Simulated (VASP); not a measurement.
Crystal: HfSiF.

```
Hf Si F
1.0
     4.39902    0.00000    0.00000
    -2.19951    3.80967    0.00000
     0.00000    0.00000    2.75628
Hf Si F
1 1 1
Cartesian
  0.0000 0.0000 0.0000
  0.0000 2.5398 1.3781
  2.1995 1.2699 1.3781
```

The cell was built from a structure type or drawn by symmetry, and may not be a known phase.

| Property | Result |
| --- | --- |
| Program | VASP 6.6.1 |
| Task | relaxation of cell and atoms |
| Functional | PBE |
| Potentials or basis | VASP PAW PBE potentials, release 64 (Hf_pv, Si, F) |
| Cutoff | 600 eV |
| k mesh | 12 × 12 × 16 |
| Occupations | gaussian, width 0.1 eV |
| Spin | no spin polarisation |

At the start: pressure -0.9 GPa; volume 15.40 Å³/atom.

Q: How do energy, volume and symmetry change on relaxing?

A: Over 8 steps the energy falls by 6.0 meV/atom and the volume is 15.24 Å³/atom (-1.0 %); space group P-6m2 (No. 187, to 0.1 Å) before and after.

Step by step:
```
step  energy change (eV)  largest force (eV/Å)  pressure (GPa)  volume (Å³)
   1              0.0000                0.0000           -0.90        46.19
   2             -0.0175                0.0000            0.31        45.61
   3             -0.0178                0.0000            0.44        45.53
   4             -0.0178                0.0000            0.50        45.52
   5             -0.0180                0.0000           -0.23        45.81
   6             -0.0181                0.0000            0.03        45.70
   7             -0.0181                0.0000            0.06        45.69
   8             -0.0181                0.0000            0.00        45.72
```

Final structure:
```yaml
crystal:
  lattice:
    - [4.42733, 0.00000, 0.00000]
    - [-2.21366, 3.83418, 0.00000]
    - [0.00000, 0.00000, 2.69318]
  atoms:
    - { symbol: Hf, position: [0.00000, 0.00000, 0.00000] }
    - { symbol: Si, position: [0.33333, 0.66667, 0.50000] }
    - { symbol: F, position: [0.66667, 0.33333, 0.50000] }
```

Caveat: an odd number of electrons without spin polarisation forces a metal; a magnetic or distorted state may lie lower.
